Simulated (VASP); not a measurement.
Sb: single point with r2SCAN

Sb:

```
CELL_PARAMETERS angstrom
3.18093 0.00000 0.00000
0.00000 3.18093 0.00000
0.00000 0.00000 3.18093
ATOMIC_POSITIONS crystal
Sb 0.00000 0.00000 0.00000
```

| Quantity | Value |
| --- | --- |
| Program | VASP 6.6.1 |
| Task | single point |
| Functional | r2SCAN |
| Potentials or basis | VASP PAW PBE potentials, release 64 (Sb) |
| Cutoff | 520 eV |
| k mesh | 8 × 8 × 8 |
| Occupations | fermi-dirac, width 0.05 eV |
| Spin | no spin polarisation |
| Dipole correction | no |
| Further INCAR settings | ALGO = Normal; EDIFF = 1e-06; NBANDS = 8 |

```yaml
Pressure: -4.2 GPa
```

Levels at points of the mesh, in eV from the Fermi level:
```csv
k point,band 1,band 2,band 3,band 4,band 5,band 6
"(0.00, 0.00, 0.00)",-12.35,3.28,3.28,3.28,7.23,7.23
"(0.50, 0.00, 0.00)",-10.06,-5.29,5.16,5.16,9.19,11.16
"(0.50, 0.50, 0.00)",-7.61,-3.40,-3.40,2.81,7.07,12.94
"(0.50, 0.50, 0.50)",-4.87,-1.61,-1.61,-1.61,5.34,5.34
```

Wall time 13 s on 1 thread of AMD EPYC 9R45 96-Core Processor (Zen 5) (shared host), peak memory 0.11 GiB.

Caveat: the PAW data sets were made with another functional, which shifts forces and pressure a little; spin-orbit coupling is left out, which moves the levels of the heavy elements.
